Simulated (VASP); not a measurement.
Here is a VASP 6.6.1 calculation.

INCAR

```
SYSTEM = Y
ALGO = Normal ; EDIFF = 1E-6
EDIFFG = -0.03 ; ENCUT = 600
GGA = CA ; IBRION = 2
ISIF = 3 ; ISMEAR = -1
LASPH = .TRUE. ; LCHARG = .FALSE.
LREAL = .FALSE. ; LWAVE = .FALSE.
NELM = 100 ; NSW = 60
PREC = Accurate ; SIGMA = 0.1
```

File KPOINTS:

```
k-points
0
G
  7 7 4
  0 0 0
```

POSCAR

```
Y
1.0
    3.6474000000      0.0000000000      0.0000000000
   -1.8237000000      3.1587410600      0.0000000000
    0.0000000000      0.0000000000      5.7306000000
Y
2
Direct
    0.3333333300      0.6666666700      0.2500000000
    0.6666666700      0.3333333300      0.7500000000
```

Potentials or basis: VASP PAW LDA potentials, release 64 (Y_sv).

Run with:

```sh
$ cat potpaw_LDA.64/Y_sv/POTCAR > POTCAR
$ mpirun -np 1 vasp_std > vasp.out
```

Q: What does it give for the band gap on the k mesh?

A: Zero (band 11 reaches 4.57 eV, above the bottom of band 12 at 2.85 eV).

Q: Estimate the relaxed cell.

A: a = 3.538 Å, b = 3.538 Å, c = 5.536 Å, α = 90.00°, β = 90.00°, γ = 120.00°.

Final structure:
```xyz
2
Lattice="3.5376 0.0000 0.0000 -1.7688 3.0636 0.0000 0.0000 0.0000 5.5355" Properties=species:S:1:pos:R:3 pbc="T T T"
Y     0.0000    2.0424    1.3839
Y     1.7688    1.0212    4.1517
```

LDA usually gives volumes a few per cent too small. Zero-point motion and thermal expansion aren't in these numbers.
